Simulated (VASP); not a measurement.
# Pb (P6/mmm) in VASP: a series of runs

The runs below take Pb through single point, relaxation of cell and atoms, with LDA.

Program: VASP 6.6.1. These are calculated values, not measurements. Logs are shortened: lines on timing, memory, paths and dates and some standing lists are left out, and cuts for length are marked.

## 1. The cell of the first run

It takes space group P6/mmm (No. 191, hexagonal). The conventional cell has a = 5.713 Å, b = 5.713 Å, c = 3.471 Å, α = 90.00°, β = 90.00°, γ = 120.00°. Within 4.6 Å of Pb (site symmetry 6/mmm) lie 14 Pb at 3.47 to 3.73 Å. Pb (site symmetry -6m2) has 11 Pb at 3.30 to 3.73 Å within 4.3 Å.

## 2. Single point, LDA (volume scaled by 1.12)

INCAR

```
PREC     = Accurate       # precision mode
ENCUT    = 520            # plane-wave cutoff, eV
EDIFF    = 1E-6           # SCF threshold, eV
ISMEAR   = -1             # smearing method
SIGMA    = 0.1            # smearing width, eV
LREAL    = False          # projectors in reciprocal space
LASPH    = True           # aspherical terms in the spheres
NELM     = 80             # most SCF steps
ALGO     = Normal         # electronic algorithm
ISIF     = 2              # what is computed and relaxed
LWAVE    = False          # write WAVECAR
LCHARG   = False          # write CHGCAR
GGA      = CA             # functional
NBANDS   = 28             # bands
```

KPOINTS

```
regular mesh
0
Gamma
  8 8 11
```

POSCAR

```
Pb
1.0
    5.7130456840      0.0000000000      0.0000000000
   -2.8565228420      4.9476426953      0.0000000000
    0.0000000000      0.0000000000      3.4710006053
Pb
3
Direct
    0.0000000000      1.0000000000      0.0000000000
    0.3333333333      0.6666666667      0.5000000000
    0.6666666667      0.3333333333      0.5000000000
```

Potentials or basis: VASP PAW LDA potentials, release 64 (Pb_d).

Run with:

```console
$ cat potpaw_LDA.64/Pb_d/POTCAR > POTCAR
$ mpirun -np 1 vasp_std > vasp.out
```

OUTCAR:

```text
PREC = Accurate
   ENCUT = 520
   EDIFF = 1E-6
   ISMEAR = -1
   LREAL = False
   LASPH = True
   NELM = 80
   ISIF = 2
   GGA = CA

 ion  position               nearest neighbor table
   1  0.000  0.000  0.000-   2 3.73   3 3.73   2 3.73   3 3.73   2 3.73   2 3.73   3 3.73   3 3.73
                             3 3.73   3 3.73   2 3.73   2 3.73
   2  0.333  0.667  0.500-   3 3.30   3 3.30   3 3.30   1 3.73   1 3.73   1 3.73   1 3.73   1 3.73
                             1 3.73
   3  0.667  0.333  0.500-   2 3.30   2 3.30   2 3.30   1 3.73   1 3.73   1 3.73   1 3.73   1 3.73
                             1 3.73

  LATTYP: Found a hexagonal cell.
 ALAT       =     5.7130456840
 C/A-ratio  =     0.6075569490

  Lattice vectors:

 A1 = (   5.7130456840,   0.0000000000,   0.0000000000)
 A2 = (  -2.8565228420,   4.9476426953,   0.0000000000)
 A3 = (   0.0000000000,   0.0000000000,   3.4710006053)

Analysis of symmetry for initial positions (statically):
=====================================================================
 Subroutine PRICEL returns:
 Original cell was already a primitive cell.

 Routine SETGRP: Setting up the symmetry group for a
 hexagonal supercell.

 Subroutine GETGRP returns: Found 24 space group operations
 (whereof 24 operations were pure point group operations)
 out of a pool of 24 trial point group operations.

The static configuration has the point symmetry D_6h.

Analysis of symmetry for dynamics (positions and initial velocities):
=====================================================================
 Subroutine PRICEL returns:
 Original cell was already a primitive cell.

 Routine SETGRP: Setting up the symmetry group for a
 hexagonal supercell.

 Subroutine GETGRP returns: Found 24 space group operations
 (whereof 24 operations were pure point group operations)
 out of a pool of 24 trial point group operations.

The dynamic configuration has the point symmetry D_6h.

 Subroutine INISYM returns: Found 24 space group operations
 (whereof 24 operations are pure point group operations),
 and found     1 'primitive' translations

----------------------------------------------------------------------------------------

                                     Primitive cell

  volume of cell :      98.1117

  direct lattice vectors                    reciprocal lattice vectors
     5.713045684  0.000000000  0.000000000     0.175037984  0.101058227  0.000000000
    -2.856522842  4.947642695  0.000000000     0.000000000  0.202116455  0.000000000
     0.000000000  0.000000000  3.471000605     0.000000000  0.000000000  0.288101361

  length of vectors
     5.713045684  5.713045684  3.471000605     0.202116455  0.202116455  0.288101361

  position of ions in fractional coordinates (direct lattice)
     0.000000000  0.000000000  0.000000000
     0.333333333  0.666666667  0.500000000
     0.666666667  0.333333333  0.500000000

  ion indices of the primitive-cell ions
   primitive index   ion index
                 1           1
                 2           2
                 3           3

----------------------------------------------------------------------------------------

 KPOINTS: regular mesh

Automatic generation of k-mesh.
 Grid dimensions read from file:
 generate k-points for:    8    8   11

 Generating k-lattice:

  Cartesian coordinates                     Fractional coordinates (reciprocal lattice)
     0.021879748  0.012632278  0.000000000     0.125000000  0.000000000  0.000000000
     0.000000000  0.025264557  0.000000000     0.000000000  0.125000000  0.000000000
     0.000000000  0.000000000  0.026191033     0.000000000  0.000000000  0.090909091

  Length of vectors
     0.025264557  0.025264557  0.026191033

  Shift w.r.t. Gamma in fractional coordinates (k-lattice)
     0.000000000  0.000000000  0.000000000

 Subroutine IBZKPT returns following result:
 ===========================================

 Found     60 irreducible k-points:

 Following reciprocal coordinates:
            Coordinates               Weight
  0.000000  0.000000  0.000000      1.000000
  0.125000  0.000000  0.000000      6.000000
  0.250000  0.000000  0.000000      6.000000
  0.375000  0.000000  0.000000      6.000000
  0.500000  0.000000  0.000000      3.000000
  0.125000  0.125000  0.000000      6.000000
[... 16 lines left out ...]
  0.250000  0.000000  0.181818     12.000000
  0.375000  0.000000  0.181818     12.000000
 [... further k-points ...]
   k-points           NKPTS =     60   k-points in BZ     NKDIM =     60   number of bands    NBANDS=     28
   number of dos      NEDOS =    301   number of ions     NIONS =      3
   total plane-waves  NPLWV =  49392
   dimension x,y,z NGX =    42 NGY =   42 NGZ =   28
   dimension x,y,z NGXF=    84 NGYF=   84 NGZF=   56
   ions per type =               3
   NGX,Y,Z   is equivalent  to a cutoff of  12.22, 12.22, 13.41 a.u.
   NGXF,Y,Z  is equivalent  to a cutoff of  24.44, 24.44, 26.82 a.u.
 SYSTEM =  unknown system
   PREC   = accura    normal or accurate (medium, high low for compatibility)
   ISTART =      0    job   : 0-new  1-cont  2-samecut
   ICHARG =      2    charge: 1-file 2-atom 10-const
   ISPIN  =      1    spin polarized calculation?
   LNONCOLLINEAR =      F non collinear calculations
   LSORBIT =      F    spin-orbit coupling
   LASPH  =      T    aspherical Exc in radial PAW
   ENCUT  =  520.0 eV  38.22 Ry    6.18 a.u.  10.62 10.62  6.45*2*pi/ulx,y,z
   NELM   =     80;   NELMIN=  2; NELMDL= -5     # of ELM steps
   EDIFF  = 0.1E-05   stopping-criterion for ELM
   LREAL  =      F    real-space projection
   EDIFFG = 0.1E-04   stopping-criterion for IOM
   NSW    =      0    number of steps for IOM
   IBRION =     -1    ionic relax: 0-MD 1-quasi-New 2-CG
   NFREE  =      0    steps in history (QN), initial steepest desc. (CG)
   ISIF   =      2    stress and relaxation
   ISYM   =      2    0-nonsym 1-usesym 2-fastsym
   POTIM  = 0.5000    time-step for ionic-motion
   TEBEG  =    0.0;   TEEND  =   0.0 temperature during run
   PSTRESS=    0.0 pullay stress
   NELECT =      42.0000    total number of electrons
   NUPDOWN=      -1.0000    fix difference up-down
   EMIN   =  10.00;   EMAX   =-10.00  energy-range for DOS
   EFERMI =   0.00;   METHOD = LEGACY
   ISMEAR =    -1;   SIGMA  =   0.10  broadening in eV -4-tet -1-fermi 0-gaus
   EFERMI_NEDOS =   21; number of points for ismear=-14 and -15
   IALGO  =     38    algorithm
   IMIX   =      4    mixing-type and parameters
     AMIX     =   0.40;   BMIX     =  1.00
     AMIX_MAG =   1.60;   BMIX_MAG =  1.00
  volume/ion in A,a.u.               =      32.70       220.70
  Fermi-wavevector in a.u.,A,eV,Ry     =   1.233818  2.331578 20.712235  1.522306
  Thomas-Fermi vector in A             =   2.368533
   LORBIT       =      0    0 simple, 1 ext, 2 COOP (PROOUT), +10 PAW based schemes
   GGA     = CA    functional components
   LHFCALC =     F    Hartree Fock is set to
   AEXX    =    0.0000 exact exchange contribution
   IVDW    =     0    specifies the selected vdW correction
   LEPSILON=     F    determine dielectric tensor
   LRPA    =     F    only Hartree local field effects (RPA)
 non-spin polarized calculation
  energy-cutoff  :      520.00
  volume of cell :       98.11
 maximum number of plane-waves:      2683
   NGX = 21   NGY = 21   NGZ = 13

 number of electron      41.9999990 magnetization

 Free energy of the ion-electron system (eV)
  ---------------------------------------------------
  ext. energy  EPLUGINS =         0.00000000
  ---------------------------------------------------
  free energy    TOTEN  =       -12.51355289 eV

  energy without entropy =      -12.47239525  energy(sigma->0) =      -12.49297407

 E-fermi :   6.1408     XC(G=0): -10.0925

 val. band max:        6.1190791066   @ k =   0.2500   0.0000   0.3636
 cond. band min:       6.1426715903   @ k =   0.1250   0.0000   0.3636
 fundamental gap:      0.0235924838
 Fermi energy:         6.1407560501

 k-point     1 :       0.0000    0.0000    0.0000
  band No.  band energies     occupation
      1     -10.9919      2.00000
      2     -10.8537      2.00000
      3     -10.8464      2.00000
      4     -10.8464      2.00000
      5     -10.7936      2.00000
      6     -10.7936      2.00000
[... 20 lines left out ...]
     27      13.1565      0.00000
     28      13.2693      0.00000

 k-point     2 :       0.1250    0.0000    0.0000
  band No.  band energies     occupation
      1     -10.9899      2.00000
      2     -10.8547      2.00000
      3     -10.8483      2.00000
      4     -10.8461      2.00000
      5     -10.7955      2.00000
      6     -10.7937      2.00000
[... 20 lines left out ...]
     27      12.9419      0.00000
     28      13.0724      0.00000

 k-point     3 :       0.2500    0.0000    0.0000
  band No.  band energies     occupation
      1     -10.9852      2.00000
      2     -10.8653      2.00000
      3     -10.8525      2.00000
      4     -10.8420      2.00000
      5     -10.8001      2.00000
      6     -10.7921      2.00000
[... 20 lines left out ...]
     27      12.7274      0.00000
     28      13.1620      0.00000

 k-point     4 :       0.3750    0.0000    0.0000
  band No.  band energies     occupation
      1     -10.9807      2.00000
      2     -10.8832      2.00000
      3     -10.8565      2.00000
      4     -10.8367      2.00000
      5     -10.8043      2.00000
      6     -10.7973      2.00000
[... 20 lines left out ...]
     27      12.4678      0.00000
     28      13.5105      0.00000

 k-point     5 :       0.5000    0.0000    0.0000
  band No.  band energies     occupation
      1     -10.9789      2.00000
      2     -10.8918      2.00000
      3     -10.8579      2.00000
      4     -10.8341      2.00000
      5     -10.8060      2.00000
      6     -10.8025      2.00000
[... 20 lines left out ...]
     27      12.3730      0.00000
     28      13.3472      0.00000

 k-point     6 :       0.1250    0.1250    0.0000
  band No.  band energies     occupation
      1     -10.9866      2.00000
      2     -10.8606      2.00000
      3     -10.8518      2.00000
      4     -10.8436      2.00000
      5     -10.7978      2.00000
      6     -10.7937      2.00000
[... 463 lines left out ...]
      5     -10.8340      2.00000
      6     -10.7839      2.00000
[... 20 lines left out ...]
     27      12.2472      0.00000
     28      14.3042      0.00000

 k-point    22 :       0.1250    0.0000    0.1818
  band No.  band energies     occupation
      1     -10.9076      2.00000
      2     -10.8596      2.00000
      3     -10.8592      2.00000
      4     -10.8381      2.00000
      5     -10.8350      2.00000
      6     -10.7770      2.00000
[... 20 lines left out ...]
     27      12.0413      0.00000
     28      14.4183      0.00000

 k-point    23 :       0.2500    0.0000    0.1818
  band No.  band energies     occupation
      1     -10.9048      2.00000
      2     -10.8671      2.00000
      3     -10.8609      2.00000
      4     -10.8392      2.00000
      5     -10.8352      2.00000
      6     -10.7660      2.00000
[... 20 lines left out ...]
     27      11.4322      0.00000
     28      14.0102      0.00000

 k-point    24 :       0.3750    0.0000    0.1818
  band No.  band energies     occupation
      1     -10.9021      2.00000
      2     -10.8737      2.00000
      3     -10.8594      2.00000
      4     -10.8464      2.00000
      5     -10.8308      2.00000
      6     -10.7685      2.00000
[... 20 lines left out ...]
     27      10.5257      0.00000
     28      13.3422      0.00000

 [... further k-points ...]

------------------------ aborting loop because EDIFF is reached ----------------------------------------

  FORCE on cell =-STRESS in cart. coord.  units (eV):
  Direction    XX          YY          ZZ          XY          YZ          ZX
  --------------------------------------------------------------------------------------
  -------------------------------------------------------------------------------------
  Total       -2.5766216     -2.5766216     -2.9247664      0.0000000      0.0000000     -0.0000000
  in kB      -42.0765874    -42.0765874    -47.7618399      0.0000000      0.0000000     -0.0000000
  external PRESSURE =     -43.9716716 kB  Pullay stress =       0.0000000 kB

 VOLUME and BASIS-vectors are now :
 -----------------------------------------------------------------------------
  energy-cutoff  :      520.00
  volume of cell :       98.11
      direct lattice vectors                 reciprocal lattice vectors
     5.713045684  0.000000000  0.000000000     0.175037984  0.101058227  0.000000000
    -2.856522842  4.947642695  0.000000000     0.000000000  0.202116455  0.000000000
     0.000000000  0.000000000  3.471000605     0.000000000  0.000000000  0.288101361

 POSITION                                       TOTAL-FORCE (eV/Angst)
 -----------------------------------------------------------------------------------
      0.00000      0.00000      0.00000        -0.000000      0.000000      0.000000
     -0.00000      3.29843      1.73550        -0.000000     -0.000000      0.000000
      2.85652      1.64921      1.73550         0.000000      0.000000      0.000000
 -----------------------------------------------------------------------------------
    total drift:                                0.000000      0.000000     -0.000000

  FREE ENERGIE OF THE ION-ELECTRON SYSTEM (eV)
  ---------------------------------------------------
  free  energy   TOTEN  =       -12.5135528919 eV

  energy  without entropy=      -12.4723952522  energy(sigma->0) =      -12.49297407
```

Run time: 54 s. Hardware: 1 thread of Intel Xeon 6975P-C (Granite Rapids), shared host; peak memory 0.25 GiB.

Results:

- Free energy: -12.5136 eV
- Pressure: -4.4 GPa
- Band gap on the k mesh: zero (band 21 reaches 7.76 eV, above the bottom of band 22 at 4.35 eV)

Levels at points of the mesh, in eV from the Fermi level:
```tsv
k point	band 18	band 19	band 20	band 21	band 22	band 23	band 24	band 25
(0.00, 0.00, 0.00)	-7.07	-1.91	-1.91	-1.80	-1.80	2.77	6.72	7.01
(0.50, 0.00, 0.00)	-7.86	-3.69	0.45	0.53	2.78	3.12	3.74	4.46
```

Caveat: the cell differs from its parent crystal (volume scaled by 1.12); spin-orbit coupling is left out, which moves the levels of the heavy elements.

## 3. Single point, LDA

This run uses another cell than the first one, of 29.20 Å³/atom, 0.893 times its volume.

INCAR

```
PREC = Accurate ; ENCUT = 520
EDIFF = 1E-6 ; ISMEAR = -1
SIGMA = 0.1 ; LREAL = F
LASPH = T ; NELM = 100
ALGO = Normal ; ISIF = 2
LWAVE = F ; LCHARG = F
GGA = CA ; NBANDS = 28
```

KPOINTS

```
regular mesh
0
Gamma
  9 9 12
```

POSCAR

```
Pb
1.0
    5.5012538984      0.0000000000      0.0000000000
   -2.7506269492      4.7642256287      0.0000000000
    0.0000000000      0.0000000000      3.3423250342
Pb
3
Direct
    0.0000000000      1.0000000000      0.0000000000
    0.3333333333      0.6666666667      0.5000000000
    0.6666666667      0.3333333333      0.5000000000
```

Potentials or basis: VASP PAW LDA potentials, release 64 (Pb_d).

Run with:

```console
$ cat potpaw_LDA.64/Pb_d/POTCAR > POTCAR
$ mpirun -np 1 vasp_std > vasp.out
```

Wall time 80 s (1 thread of Intel Xeon 6975P-C (Granite Rapids), shared host); peak memory 0.27 GiB.

The run converged. Its results:

| Property | Result |
| --- | --- |
| Free energy | -12.6422 eV |
| Pressure | -0.1 GPa |
| Band gap on the k mesh | zero (band 21 reaches 9.42 eV, above the bottom of band 22 at 5.30 eV) |

Stress tensor (GPa, compression positive):
```
 0.15  0.00  0.00
 0.00  0.15  0.00
 0.00  0.00 -0.46
```

Levels at points of the mesh, in eV from the Fermi level:
```
           k point  band 18  band 19  band 20  band 21  band 22  band 23  band 24  band 25
(0.00, 0.00, 0.00)    -7.04    -2.26    -2.26    -2.14    -2.14     2.94     7.11     7.97
(0.00, 0.00, 0.50)    -5.01    -2.13    -1.36    -0.42    -0.42    -0.31     0.89     0.89
```

Caveat: spin-orbit coupling is left out, which moves the levels of the heavy elements.

## 4. Relaxation of cell and atoms, LDA

This run uses another cell than the first one, of 30.33 Å³/atom, 0.927 times its volume.

INCAR

```
SYSTEM = Pb
PREC = Accurate ; ENCUT = 600
EDIFF = 1E-6 ; ISMEAR = -1
SIGMA = 0.1 ; LREAL = .False.
LASPH = .True. ; NELM = 100
ALGO = Normal ; ISIF = 3
LWAVE = .False. ; LCHARG = .False.
IBRION = 2 ; NSW = 80
EDIFFG = -0.01
```

KPOINTS

```
Automatic mesh
0
Gamma
  7 7 9
  0 0 0
```

POSCAR

```
Pb
1.0
    5.5548514655      0.0000000000      0.0000000000
   -2.7774257328      4.8106424834      0.0000000000
    0.0000000000      0.0000000000      3.4051239484
Pb
3
Direct
    0.0000000000      0.0000000000      0.0000000000
    0.3333333333      0.6666666667      0.5000000000
    0.6666666667      0.3333333333      0.5000000000
```

Run with:

```console
$ cat potpaw_LDA.64/Pb_d/POTCAR > POTCAR
$ mpirun -np 1 vasp_std > vasp.out
```

It took 3.2 min on 1 thread of Intel Xeon 6975P-C (Granite Rapids), shared host; peak memory 0.25 GiB.

It converged, with:

- Free energy: -12.6206 eV
- Relaxed volume: 29.25 Å³/atom
- Relaxed cell: a = 5.504 Å, b = 5.504 Å, c = 3.344 Å, α = 90.00°, β = 90.00°, γ = 120.00°
- Space group after relaxing (to 0.05 Å): P6/mmm (No. 191)
- Energy gained by relaxing: 5.9 meV/atom
- Ionic steps: 8
- Pressure after relaxing: 0.0 GPa
- Band gap on the k mesh: zero (band 21 reaches 9.49 eV, above the bottom of band 22 at 5.28 eV)

The path:
| step | energy change (eV) | largest force (eV/Å) | pressure (GPa) | volume (Å³) |
| --- | --- | --- | --- | --- |
| 1 | 0.0000 | 0.0000 | -1.65 | 90.99 |
| 2 | -0.0161 | 0.0000 | 0.53 | 86.95 |
| 3 | -0.0174 | 0.0000 | 0.01 | 87.79 |
| 4 | -0.0174 | 0.0000 | 0.02 | 87.72 |
| 5 | -0.0177 | 0.0000 | 0.05 | 87.74 |
| 6 | -0.0177 | 0.0000 | 0.05 | 87.76 |
| 7 | -0.0178 | 0.0000 | 0.05 | 87.75 |
| 8 | -0.0178 | 0.0000 | 0.05 | 87.75 |

Final structure:
```cif
data_structure
_symmetry_space_group_name_H-M 'P 1'
_symmetry_Int_Tables_number 1
_cell_length_a 5.5041
_cell_length_b 5.5041
_cell_length_c 3.3444
_cell_angle_alpha 90.000
_cell_angle_beta 90.000
_cell_angle_gamma 120.000
_cell_volume 87.75
loop_
_atom_site_label
_atom_site_type_symbol
_atom_site_fract_x
_atom_site_fract_y
_atom_site_fract_z
_atom_site_occupancy
Pb1 Pb 0.00000 0.00000 0.00000 1
Pb2 Pb 0.33333 0.66667 0.50000 1
Pb3 Pb 0.66667 0.33333 0.50000 1
```

Levels at points of the mesh, in eV from the Fermi level:
| k point | band 18 | band 19 | band 20 | band 21 | band 22 | band 23 | band 24 | band 25 |
| --- | --- | --- | --- | --- | --- | --- | --- | --- |
| (0.00, 0.00, 0.00) | -7.02 | -2.22 | -2.22 | -2.11 | -2.11 | 2.96 | 7.13 | 7.99 |

Caveat: spin-orbit coupling is left out, which moves the levels of the heavy elements.

## 5. The runs side by side

```csv
task,cell,k mesh,cutoff (eV),gap on the mesh (eV),pressure (GPa)
single point,"a = 5.713, b = 5.713, c = 3.471 Å, angles 90.0, 90.0, 120.0°, 3 atoms",8 × 8 × 11,520,none,-4.4
single point,"a = 5.501, b = 5.501, c = 3.342 Å, angles 90.0, 90.0, 120.0°, 3 atoms",9 × 9 × 12,520,none,-0.1
relaxation of cell and atoms,"relaxed from a = 5.555, b = 5.555, c = 3.405 Å, angles 90.0, 90.0, 120.0°, 3 atoms",7 × 7 × 9,600,none,0.0
```

Alike in all rows: level LDA; potentials or basis VASP PAW LDA potentials, release 64 (Pb_d); no spin polarisation; smearing fermi-dirac 0.1 eV.

Caveats: spin-orbit coupling is left out, which moves the levels of the heavy elements.

Total energies depend on the potentials used, so only differences within one code and one set of settings carry meaning.
